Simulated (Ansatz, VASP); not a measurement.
**Two plane-wave programs on HgTe**

File INCAR:

```
  PREC = Accurate
  ENCUT = 520
  EDIFF = 1E-6
  ISMEAR = 0
  SIGMA = 0.15
  LREAL = False
  LASPH = True
  NELM = 100
  ALGO = Normal
  ISIF = 2
  LWAVE = False
  LCHARG = False
  GGA = PS
  NBANDS = 16
```

File KPOINTS:

```
Automatic mesh
0
Gamma
  16 16 16
```

POSCAR

```
HgTe
1.0
    0.0000000000      3.2558862265      3.0930919152
    3.2558862265      0.0000000000      3.0930919152
    3.2558862265      3.2558862265      0.0000000000
Hg Te
1 1
Direct
    0.0000000000      0.0000000000      0.0000000000
    0.7500000000      0.7500000000      0.7500000000
```

Input for Ansatz:

```yaml
crystal:
  lattice:
    - [0.0, 3.2558862265, 3.0930919152]
    - [3.2558862265, 0.0, 3.0930919152]
    - [3.2558862265, 3.2558862265, 0.0]
  atoms:
    - { symbol: Hg, position: [0.0, 0.0, 0.0] }
    - { symbol: Te, position: [0.75, 0.75, 0.75] }
basis:
  ecutwfc: 420
kpoints:
  mp_grid: { grid: [16, 16, 16] }
hamiltonian:
  xc: pbesol
scf:
  occupations: { method: gaussian, width: 0.15 }
output:
  forces: true
  stress: true
  eigenvalues: true
```

Change from the starting cell: strain +0.000 along x and y, -0.050 along z, atoms carried along.

Alike in both runs: task single point; functional PBEsol; k mesh 16 × 16 × 16; occupations gaussian, width 0.15 eV; no spin polarisation.

```csv
,VASP,Ansatz
version,VASP 6.6.1,Ansatz 0.2.0
potentials or method,"VASP PAW PBE potentials, release 64 (Hg, Te), cutoff 520 eV","scalar-relativistic, plane waves, PAW"
valence electrons in the cell,18,36
```

```csv
,VASP,Ansatz,Ansatz less VASP
gap on the k mesh at the Fermi level (eV),none,none,-
pressure (GPa),2.5,2.4,-0.14
"traceless stress, the component that is largest in VASP (GPa)",0.43,0.43,+0.001
```

VASP's potentials were made for PBE, not for PBEsol. A gap of «none» marks a metal or a gap that the smearing closes. VASP's potentials hold 18 valence electrons a cell and Ansatz's 36, so a difference there can come from the potentials and not from the codes.

Neither program's run includes spin-orbit coupling.
